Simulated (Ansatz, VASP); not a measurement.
One calculation of Mn, two programs

The input INCAR:

```
SYSTEM = Mn
PREC     = Accurate       ! precision mode
ENCUT    = 500            ! plane-wave cutoff, eV
EDIFF    = 1E-6           ! SCF threshold, eV
ISMEAR   = -1             ! smearing method
SIGMA    = 0.1            ! smearing width, eV
LREAL    = .FALSE.        ! projectors in reciprocal space
LASPH    = .TRUE.         ! aspherical terms in the spheres
NELM     = 200            ! most SCF steps
ALGO     = Normal         ! electronic algorithm
ISIF     = 2              ! what is computed and relaxed
LWAVE    = .FALSE.        ! write WAVECAR
LCHARG   = .FALSE.        ! write CHGCAR
ISPIN    = 2              ! spin polarisation
MAGMOM   = -0.839         ! initial moments
LORBIT   = 11             ! projections on sites
LMAXMIX  = 4              ! l up to which the mixer works
GGA      = PE             ! functional
NBANDS   = 16             ! bands
GGA_COMPAT= .FALSE.
```

Contents of KPOINTS:

```
regular mesh
0
G
  8 8 8
  0 0 0
```

POSCAR

```
Mn
1.0
   -1.3975143201      1.3975143201      1.3975143201
    1.3975143201     -1.3975143201      1.3975143201
    1.3975143201      1.3975143201     -1.3975143201
Mn
1
Direct
    0.0000000000      0.0000000000      0.0000000000
```

Input for Ansatz:

```yaml
crystal:
  lattice:
    - [-1.3975143201, 1.3975143201, 1.3975143201]
    - [1.3975143201, -1.3975143201, 1.3975143201]
    - [1.3975143201, 1.3975143201, -1.3975143201]
  atoms:
    - { symbol: Mn, position: [0.0, 0.0, 0.0], spin: -0.839 }
hamiltonian:
  xc: pbe
  pseudopotentials:
    kind: paw
    azcp:
      Mn: "pseudopotentials/Mn.paw.azcp"
basis:
  ecutwfc: 420
  fft_grid_basis: typed
kpoints:
  mp_grid: { grid: [8, 8, 8], shift: [0, 0, 0] }
magnetization:
  spin_polarized: true
scf:
  occupations: { method: fermi_dirac, width: 0.1 }
```

Alike in both runs: task single point; functional PBE; k mesh 8 × 8 × 8; occupations fermi-dirac, width 0.1 eV; collinear spin.

```csv
,VASP,Ansatz
version,VASP 6.6.1,Ansatz 0.2.0
potentials or method,"VASP PAW PBE potentials, release 64 (Mn_pv), cutoff 500 eV","plane waves (420 eV) with PAW, scalar-relativistic"
valence electrons in the cell,13,15
```

|  | VASP | Ansatz | Ansatz less VASP |
| --- | --- | --- | --- |
| net moment per atom (μB) | 0.74 | 0.73 | -0.011 |
| size of the moment on the site where the two differ most (μB) | 0.74 | 0.73 | -0.012 |

Site moments also hang on the region over which each program counts them. VASP's potentials hold 13 valence electrons a cell and Ansatz's 15, so a difference there can come from the potentials and not from the codes.

The k mesh is coarse, so the values compare programs but aren't converged.
